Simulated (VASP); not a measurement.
A run of VASP 6.6.1:

Contents of INCAR:

```
SYSTEM = GdN
  PREC = Accurate
  ENCUT = 600
  EDIFF = 1E-6
  ISMEAR = -1
  SIGMA = 0.15
  LREAL = .False.
  LASPH = .True.
  NELM = 200
  ALGO = Normal
  ISIF = 2
  LWAVE = .False.
  LCHARG = .True.
  ISPIN = 2
  MAGMOM = 7 0
  LORBIT = 11
  LMAXMIX = 6
  GGA = PE
  LELF = .True.
  LVHAR = .True.
  NBANDS = 22
  GGA_COMPAT = .False.
```

Contents of KPOINTS:

```
regular mesh
0
Gamma
  3 3 3
  0 0 0
```

The input POSCAR:

```
GdN
1.0
    0.0000000000      2.4500000000      2.4500000000
    2.4500000000      0.0000000000      2.4500000000
    2.4500000000      2.4500000000      0.0000000000
Gd N
1 1
Direct
    0.0000000000      0.0000000000      0.0000000000
    0.4081632653      0.4081632653     -0.4081632653
```

Potentials or basis: VASP PAW PBE potentials, release 64 (Gd, N).

Command:

```sh
$ cat potpaw_PBE.64/Gd/POTCAR potpaw_PBE.64/N/POTCAR > POTCAR
$ mpirun -np 1 vasp_std > vasp.out
```

Hardware: 1 thread of Intel(R) Xeon(R) 6975P-C (Granite Rapids), with other jobs on the host.

How long does it take, and how much memory?

Run time: 29 s on 1 thread of Intel(R) Xeon(R) 6975P-C (Granite Rapids) (shared host), peak memory 0.18 GiB. Counts: scf iterations 37, k points 6.
